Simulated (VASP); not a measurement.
Write the native input for VASP 6.6.1 that does the following.

| Item | Value |
| --- | --- |
| Task | single point |
| Functional | PBEsol |
| Potentials or basis | VASP PAW PBE potentials, release 64 (Sb, Ga_d) |
| Cutoff | 520 eV |
| k mesh | 7 × 7 × 7 |
| Occupations | fermi-dirac, width 0.05 eV |
| Spin | non-collinear spin, zero start, spin-orbit coupling |
| Starting moments | [[0.0, 0.0, 0.0], [0.0, 0.0, 0.0]] μB |
| Dipole correction | no |
| Further INCAR settings | ALGO = Normal; EDIFF = 1e-06; NBANDS = 30 |

The structure of GaSb lies in POSCAR:

```
GaSb
1.0
   -2.7332913198      2.7332913198      1.5266738757
    2.7332913198     -2.7332913198      1.5266738757
    2.7332913198      2.7332913198     -1.5266738757
Sb Ga
1 1
Direct
    0.0000000000      0.0000000000      0.0000000000
    0.7500000000      0.2500000000      0.5000000000
```

One way to write it, as run:

INCAR

```
ALGO = Normal ; EDIFF = 1E-6
ENCUT = 520 ; GGA = PS
GGA_COMPAT = F ; ISIF = 2
ISMEAR = -1 ; LASPH = T
LCHARG = T ; LNONCOLLINEAR = T
LORBIT = 11 ; LORBMOM = T
LREAL = F ; LSORBIT = T
LVHAR = T ; LWAVE = F
MAGMOM = 0 0 0 0 0 0 ; NBANDS = 30
NELM = 150 ; PREC = Accurate
SIGMA = 0.05
```

KPOINTS

```
k-points
0
Gamma
  7 7 7
```

Potentials or basis: VASP PAW PBE potentials, release 64 (Sb, Ga_d).

The run is started by

```sh
$ cat potpaw_PBE.64/Sb/POTCAR potpaw_PBE.64/Ga_d/POTCAR > POTCAR
$ mpirun -np 1 vasp_ncl > vasp.out
```

Results of the run:

```yaml
Pressure: 0.0 GPa
Net_moment: 0.00 μB per cell
Valence_electrons_inside_the_program's_atomic_spheres: Sb 2.42; Ga 11.54
```

Caveat: the PAW data sets were made with another functional, which shifts forces and pressure a little.

Wall time 59 s on 1 thread of Intel(R) Xeon(R) 6975P-C (Granite Rapids), with other jobs on the host, peak memory 0.37 GiB.
